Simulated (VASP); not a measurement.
Wanted: the native input for a VASP 6.6.1 run.

```
Task                   : single point
Functional             : LDA
Potentials or basis    : VASP PAW LDA potentials, release 64 (C)
Cutoff                 : 520 eV
k mesh                 : 14 × 14 × 14
Occupations            : gaussian, width 0.05 eV
Spin                   : no spin polarisation
Dipole correction      : no
Further INCAR settings : ALGO = Normal; EDIFF = 1e-06; NBANDS = 11
```

The structure of C lies in POSCAR:

```
C
1.0
    0.0000000000      2.0631900000      3.2977800000
    1.1911600000      0.0000000000      3.2977800000
    1.1911600000      2.0631900000      0.0000000000
C
2
Direct
    0.1666700000      0.8333300000      0.1666700000
    0.8333300000      0.1666700000      0.8333300000
```

This cell differs from its parent crystal: strain -0.030 along x and y, -0.015 along z.

One way to write it, as run:

INCAR

```
SYSTEM = C
PREC = Accurate ; ENCUT = 520
EDIFF = 1E-6 ; ISMEAR = 0
SIGMA = 0.05 ; LREAL = .FALSE.
LASPH = .TRUE. ; NELM = 60
ALGO = Normal ; ISIF = 2
LWAVE = .FALSE. ; LCHARG = .FALSE.
NBANDS = 11
```

KPOINTS

```
regular mesh
0
G
  14 14 14
  0 0 0
```

Potentials or basis: VASP PAW LDA potentials, release 64 (C).

Launch:

```console
$ cat potpaw_LDA.64/C/POTCAR > POTCAR
$ mpirun -np 1 vasp_std > vasp.out
```

Results of the run:

- Pressure: 26.4 GPa
- Largest force: 0.036 eV/Å
- Band gap on the k mesh: 0.37 eV, indirect (least direct gap 0.47 eV)

Caveat: the cell differs from its parent crystal (strain -0.030 along x and y, -0.015 along z).

It took 32 s on 1 thread of Intel(R) Xeon(R) 6975P-C (Granite Rapids) (shared host), peak memory 0.17 GiB.
